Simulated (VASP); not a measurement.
A run of VASP 6.6.1:

The input INCAR:

```
  PREC = Accurate
  ENCUT = 520
  EDIFF = 1E-6
  ISMEAR = -1
  SIGMA = 0.05
  LREAL = F
  LASPH = T
  NELM = 150
  ALGO = Normal
  ISIF = 2
  LWAVE = F
  LCHARG = T
  ISPIN = 2
  MAGMOM = 0 0 0 0
  LORBIT = 11
  NUPDOWN = 0.0
  LMAXMIX = 6
  GGA = PS
  LELF = T
  LVHAR = T
  NBANDS = 44
```

KPOINTS

```
regular mesh
0
Gamma
  6 6 6
```

File POSCAR:

```
YbTl3
1.0
    4.6130000000      0.0000000000      0.0000000000
    0.0000000000      4.6130000000      0.0000000000
    0.0000000000      0.0000000000      4.6130000000
Tl Yb
3 1
Direct
    0.0000000000      0.5000000000      0.5000000000
    0.5000000000      0.0000000000      0.5000000000
    0.5000000000      0.5000000000      0.0000000000
    0.0000000000      0.0000000000      0.0000000000
```

Potentials or basis: VASP PAW PBE potentials, release 64 (Tl_d, Yb).

Launch:

```console
$ cat potpaw_PBE.64/Tl_d/POTCAR potpaw_PBE.64/Yb/POTCAR > POTCAR
$ mpirun -np 1 vasp_std > vasp.out
```

Hardware: 1 thread of Oxide Virtual Turin-like Processor, on a shared host.

Task: Estimate the wall time of this run.

Result: Run time: 5.8 min on 1 thread of Oxide Virtual Turin-like Processor, with other jobs on the host, peak memory 0.3 GiB. Counts: scf iterations 19, k points 20.
